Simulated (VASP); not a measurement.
Write the native input for VASP 6.6.1 that does the following.

```yaml
Task: relaxation of cell and atoms
Functional: PBE
Potentials_or_basis: VASP PAW PBE potentials, release 64 (Ge_d)
Cutoff: 600 eV
k_mesh: 14 × 14 × 14
Occupations: gaussian, width 0.1 eV
Spin: no spin polarisation
Dipole_correction: no
Further_INCAR_settings: ALGO = Normal; EDIFF = 1e-06; IBRION = 2; EDIFFG = -0.005; NSW = 100; ISIF = 3
```

The structure of Ge lies in POSCAR:

```
Ge
1.0
    0.0000000000      2.8287700000      2.8287700000
    2.8287700000      0.0000000000      2.8287700000
    2.8287700000      2.8287700000      0.0000000000
Ge
2
Direct
    0.5000000000      0.5000000000      0.5000000000
    0.7500000000      0.7500000000      0.7500000000
```

These files were run (other wordings do the same):

INCAR

```
SYSTEM = Ge
PREC = Accurate ; ENCUT = 600
EDIFF = 1E-6 ; ISMEAR = 0
SIGMA = 0.1 ; LREAL = .FALSE.
LASPH = .TRUE. ; NELM = 60
ALGO = Normal ; ISIF = 3
LWAVE = .FALSE. ; LCHARG = .FALSE.
GGA = PE ; IBRION = 2
NSW = 100 ; EDIFFG = -0.005
```

KPOINTS

```
Automatic mesh
0
G
  14 14 14
  0 0 0
```

Potentials or basis: VASP PAW PBE potentials, release 64 (Ge_d).

The run is started by

```sh
$ cat potpaw_PBE.64/Ge_d/POTCAR > POTCAR
$ mpirun -np 1 vasp_std > vasp.out
```

Results of the run:

```yaml
Relaxed_volume: 23.85 Å³/atom
Relaxed_cell: a = 4.070 Å, b = 4.070 Å, c = 4.070 Å, α = 60.00°, β = 60.00°, γ = 60.00°
Space_group_after_relaxing_to_0.1_Å: Fd-3m (No. 227)
Energy_gained_by_relaxing: 13.6 meV/atom
Ionic_steps: 5
Pressure_after_relaxing: 0.0 GPa
Band_gap_on_the_k_mesh: zero (filled and empty bands touch)
```

Caveat: semilocal functionals underestimate gaps, so a narrow gap can read as zero.

Run time: 5.2 min on 1 thread of Intel Xeon 8259CL, on a shared host, peak memory 0.24 GiB.
